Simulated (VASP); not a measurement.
# Al in VASP: a series of runs, part 3 of 3

VASP 6.6.1. Earlier steps stand in the parts before.

### Step 6. Single point, r2SCAN (strain -0.015 along x and y, +0.030 along z)

Input file POSCAR:

```
Al
1.0
    0.0000000000      1.9936203000      2.0846994000
    1.9936203000      0.0000000000      2.0846994000
    1.9936203000      1.9936203000      0.0000000000
Al
1
Direct
    0.0000000000      0.0000000000      0.0000000000
```

Input file INCAR.step1:

```
SYSTEM = Al
PREC     = Accurate       ! precision mode
ENCUT    = 520            ! plane-wave cutoff, eV
ISMEAR   = 0              ! smearing method
SIGMA    = 0.15           ! smearing width, eV
LREAL    = .False.        ! projectors in reciprocal space
LASPH    = .True.         ! aspherical terms in the spheres
NELM     = 60             ! most SCF steps
NBANDS   = 8              ! bands
GGA      = PE             ! functional
ALGO     = Normal         ! electronic algorithm
EDIFF    = 1E-4           ! SCF threshold, eV
LWAVE    = .True.         ! write WAVECAR
LCHARG   = .False.        ! write CHGCAR
```

Input file INCAR.step2:

```
SYSTEM = Al
PREC     = Accurate       ! precision mode
ENCUT    = 520            ! plane-wave cutoff, eV
EDIFF    = 1E-6           ! SCF threshold, eV
ISMEAR   = 0              ! smearing method
SIGMA    = 0.15           ! smearing width, eV
LREAL    = .False.        ! projectors in reciprocal space
LASPH    = .True.         ! aspherical terms in the spheres
NELM     = 60             ! most SCF steps
ALGO     = Normal         ! electronic algorithm
ISIF     = 2              ! what is computed and relaxed
LWAVE    = .False.        ! write WAVECAR
LCHARG   = .False.        ! write CHGCAR
METAGGA  = R2SCAN         ! meta-GGA
LMIXTAU  = .True.       
NBANDS   = 8              ! bands
ISTART   = 1
```

Input file KPOINTS:

```
Automatic mesh
0
Gamma
  20 20 20
  0 0 0
```

Potentials or basis: VASP PAW PBE potentials, release 64 (Al).

The run is started by

```
$ cat potpaw_PBE.64/Al/POTCAR > POTCAR
$ cp INCAR.step1 INCAR
$ mpirun -np 1 vasp_std > vasp.out
$ cp INCAR.step2 INCAR
$ mpirun -np 1 vasp_std > vasp.out
```

OUTCAR:

```text
SYSTEM = Al
   PREC = Accurate
   ENCUT = 520
   EDIFF = 1E-6
   ISMEAR = 0
   LREAL = .False.
   LASPH = .True.
   NELM = 60
   ISIF = 2
   METAGGA = R2SCAN
   ISTART = 1

 ion  position               nearest neighbor table
   1  0.000  0.000  0.000-

  LATTYP: Found a body centered tetragonal cell.
 ALAT       =     2.8194048665
 C/A-ratio  =     1.4788223038

  Lattice vectors:

 A1 = (  -1.9936203000,   0.0000000000,   2.0846994000)
 A2 = (   1.9936203000,   0.0000000000,   2.0846994000)
 A3 = (   0.0000000000,   1.9936203000,  -2.0846994000)

Analysis of symmetry for initial positions (statically):
=====================================================================
 Subroutine PRICEL returns:
 Original cell was already a primitive cell.

 Routine SETGRP: Setting up the symmetry group for a
 body centered tetragonal supercell.

 Subroutine GETGRP returns: Found 16 space group operations
 (whereof 16 operations were pure point group operations)
 out of a pool of 16 trial point group operations.

The static configuration has the point symmetry D_4h.

Analysis of symmetry for dynamics (positions and initial velocities):
=====================================================================
 Subroutine PRICEL returns:
 Original cell was already a primitive cell.

 Routine SETGRP: Setting up the symmetry group for a
 body centered tetragonal supercell.

 Subroutine GETGRP returns: Found 16 space group operations
 (whereof 16 operations were pure point group operations)
 out of a pool of 16 trial point group operations.

The dynamic configuration has the point symmetry D_4h.

 Subroutine INISYM returns: Found 16 space group operations
 (whereof 16 operations are pure point group operations),
 and found     1 'primitive' translations

----------------------------------------------------------------------------------------

                                     Primitive cell
[... 111 lines left out ...]
  Fermi-wavevector in a.u.,A,eV,Ry     =   0.926110  1.750094 11.669436  0.857679
  Thomas-Fermi vector in A             =   2.052037
   LORBIT       =      0    0 simple, 1 ext, 2 COOP (PROOUT), +10 PAW based schemes
   METAGGA = R2SCAN    functional components
   LHFCALC =     F    Hartree Fock is set to
   AEXX    =    0.0000 exact exchange contribution
   IVDW    =     0    specifies the selected vdW correction
   LEPSILON=     F    determine dielectric tensor
   LRPA    =     F    only Hartree local field effects (RPA)
 non-spin polarized calculation
 Gauss-broadening in eV      SIGMA  =   0.15
  energy-cutoff  :      520.00
  volume of cell :       16.57
 maximum number of plane-waves:       460
 NGX is ok and might be reduce to    24
   NGX = 11   NGY = 11   NGZ = 11

 number of electron       3.0000000 magnetization

 Free energy of the ion-electron system (eV)
  ---------------------------------------------------
  ext. energy  EPLUGINS =         0.00000000
  ---------------------------------------------------
  free energy    TOTEN  =        -6.72779600 eV

  energy without entropy =       -6.72360454  energy(sigma->0) =       -6.72570027

 E-fermi :   7.9966     XC(G=0): -10.8913

 val. band max:        7.9903475059   @ k =  -0.3500   0.3500   0.0500
 cond. band min:       7.9976048452   @ k =  -0.3000   0.1000   0.0500
 fundamental gap:      0.0072573393
 Fermi energy:         7.9966057696

 k-point     1 :       0.0000    0.0000    0.0000
  band No.  band energies     occupation
      1      -3.8366      2.00000
      2      20.9483      0.00000
      3      21.4722      0.00000
      4      21.4722      0.00000
      5      23.0944      0.00000
      6      23.0944      0.00000
      7      23.2504      0.00000
      8      25.3368      0.00000
[... 243 lines left out ...]
 k-point    24 :      -0.3500    0.0500    0.0000
  band No.  band energies     occupation
      1       0.0940      2.00000
      2       7.3446      2.00000
      3      17.2621      0.00000
      4      21.0165      0.00000
      5      21.3414      0.00000
      6      21.9761      0.00000
      7      24.1077      0.00000
      8      25.9882      0.00000

 [... further k-points ...]

------------------------ aborting loop because EDIFF is reached ----------------------------------------

  FORCE on cell =-STRESS in cart. coord.  units (eV):
  Direction    XX          YY          ZZ          XY          YZ          ZX
  --------------------------------------------------------------------------------------
  -------------------------------------------------------------------------------------
  Total       -0.2690045     -0.2690045     -0.5677263      0.0000000      0.0000000     -0.0000000
  in kB      -26.0082916    -26.0082916    -54.8897552      0.0000000      0.0000000     -0.0000000
  external PRESSURE =     -35.6354461 kB  Pullay stress =       0.0000000 kB

 VOLUME and BASIS-vectors are now :
 -----------------------------------------------------------------------------
  energy-cutoff  :      520.00
  volume of cell :       16.57
      direct lattice vectors                 reciprocal lattice vectors
     0.000000000  1.993620300  2.084699400    -0.250800014  0.250800014  0.239842732
     1.993620300  0.000000000  2.084699400     0.250800014 -0.250800014  0.239842732
     1.993620300  1.993620300  0.000000000     0.250800014  0.250800014 -0.239842732

 POSITION                                       TOTAL-FORCE (eV/Angst)
 -----------------------------------------------------------------------------------
      0.00000      0.00000      0.00000         0.000000      0.000000     -0.000000
 -----------------------------------------------------------------------------------
    total drift:                               -0.000000     -0.000000      0.000000

  FREE ENERGIE OF THE ION-ELECTRON SYSTEM (eV)
  ---------------------------------------------------
  free  energy   TOTEN  =        -6.7277960027 eV

  energy  without entropy=       -6.7236045436  energy(sigma->0) =       -6.72570027
```

OUTCAR.step1:

```text
SYSTEM = Al
   PREC = Accurate
   ENCUT = 520
   ISMEAR = 0
   LREAL = .False.
   LASPH = .True.
   NELM = 60
[... 482 lines left out ...]
 -----------------------------------------------------------------------------------
      0.00000      0.00000      0.00000         0.000000     -0.000000     -0.000000
 -----------------------------------------------------------------------------------
    total drift:                               -0.000000      0.000000      0.000000

  FREE ENERGIE OF THE ION-ELECTRON SYSTEM (eV)
  ---------------------------------------------------
  free  energy   TOTEN  =        -3.7444717847 eV

  energy  without entropy=       -3.7397003881  energy(sigma->0) =       -3.74208609
```

Wall time 3.1 min (1 thread of Intel Xeon Platinum 8259CL at 2.50GHz (Skylake/Cascade Lake), shared host); peak memory 0.19 GiB.

Results:

```yaml
Free_energy: -6.7278 eV
Pressure: -3.6 GPa
Band_gap_on_the_k_mesh: zero (an odd number of electrons rules out a gap without spin polarisation)
```

Stress tensor (GPa, compression positive):
```
-2.60  0.00  0.00
 0.00 -2.60  0.00
 0.00  0.00 -5.49
```

Caveat: the cell differs from its parent crystal (strain -0.015 along x and y, +0.030 along z); the cell stands under tension; the PAW data sets were made with another functional, which shifts forces and pressure a little.

### Step 7. Overview

| cell | gap on the mesh (eV) | pressure (GPa) |
| --- | --- | --- |
| a = 2.776 Å, angles 60.0°, 1 atom | none | 4.8 |
| a = 2.819 Å, angles 60.0°, 1 atom | none | 0.0 |
| a = 2.905 Å, angles 60.0°, 1 atom | none | -6.8 |
| a = 2.948 Å, angles 60.0°, 1 atom | none | -9.1 |
| a = 2.885, b = 2.885, c = 2.819 Å, angles 60.7, 60.7, 58.5°, 1 atom | none | -3.6 |

Alike in all rows: task single point; level r2SCAN; potentials or basis VASP PAW PBE potentials, release 64 (Al); no spin polarisation; k mesh 20 × 20 × 20; cutoff (eV) 520; smearing gaussian 0.15 eV.

Caveats: the PAW data sets were made with another functional, which shifts forces and pressure a little; the cell stands under tension (at least some runs); the cell stands under pressure (at least some runs).

Total energies depend on the potentials used, so only differences within one code and one set of settings carry meaning.
